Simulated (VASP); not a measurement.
GaAs, 2 atoms in the cell. The structure is cubic, space group F-43m (No. 216). Conventional cell: a = 5.654 Å, b = 5.654 Å, c = 5.654 Å, α = 90.00°, β = 90.00°, γ = 90.00°. Within 3.2 Å of As (site symmetry -43m) lie 4 Ga at 2.45 Å. Ga (site symmetry -43m) has 4 As at 2.45 Å within 3.2 Å. 

```yaml
Program: VASP 6.6.1
Task: single point
Functional: PBEsol
Potentials_or_basis: VASP PAW PBE potentials, release 64 (As, Ga_d)
Cutoff: 520 eV
k_mesh: 6 × 6 × 6
Occupations: fermi-dirac, width 0.05 eV
Spin: non-collinear spin, zero start, spin-orbit coupling
Starting_moments: "[[0.0, 0.0, 0.0], [0.0, 0.0, 0.0]] μB"
Dipole_correction: no
Further_INCAR_settings: ALGO = Normal; EDIFF = 1e-06; NBANDS = 30
```

Potentials or basis: VASP PAW PBE potentials, release 64 (As, Ga_d).

The run is started by

```bash
$ cat potpaw_PBE.64/As/POTCAR potpaw_PBE.64/Ga_d/POTCAR > POTCAR
$ mpirun -np 1 vasp_ncl > vasp.out
```

Hardware: 1 thread of Intel(R) Xeon(R) 6975P-C (Granite Rapids), with other jobs on the host.

Estimate the wall time of this run.

Run time: 41 s on 1 thread of Intel(R) Xeon(R) 6975P-C (Granite Rapids), on a shared host, peak memory 0.29 GiB. Counts: scf iterations 13, k points 22.
